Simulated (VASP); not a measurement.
Input of a VASP 6.6.1 run:

Contents of INCAR:

```
PREC = Accurate ; ENCUT = 520
EDIFF = 1E-7 ; ISMEAR = 0
SIGMA = 0.02 ; LREAL = F
LASPH = T ; NELM = 60
ALGO = Normal ; ISIF = 2
LWAVE = F ; LCHARG = F
GGA = PS ; NBANDS = 30
```

KPOINTS

```
Automatic mesh
0
Gamma
  6 6 6
```

POSCAR

```
CsPbBr3
1.0
    6.0594842777      0.0000000000      0.0000000000
    0.0000000000      6.0594842777      0.0000000000
    0.0000000000      0.0000000000      6.0594842777
Cs Pb Br
1 1 3
Direct
    0.0000000000      0.0000000000      0.0000000000
    0.5000000000      0.5000000000      0.5000000000
    0.0000000000      0.5000000000      0.5000000000
    0.5000000000      0.0000000000      0.5000000000
    0.5000000000      0.5000000000      0.0000000000
```

Potentials or basis: VASP PAW PBE potentials, release 64 (Cs_sv, Pb_d, Br).

The run is started by

```console
$ cat potpaw_PBE.64/Cs_sv/POTCAR potpaw_PBE.64/Pb_d/POTCAR potpaw_PBE.64/Br/POTCAR > POTCAR
$ mpirun -np 1 vasp_std > vasp.out
```

Question: Estimate the pressure.

Answer: -1.6 GPa.

Question: Predict the band gap on the k mesh.

Answer: 1.77 eV, direct.

Caveat: the PAW data sets were made with another functional, which shifts forces and pressure a little; spin-orbit coupling is left out, which moves the levels of the heavy elements. A k mesh can miss the band edges.
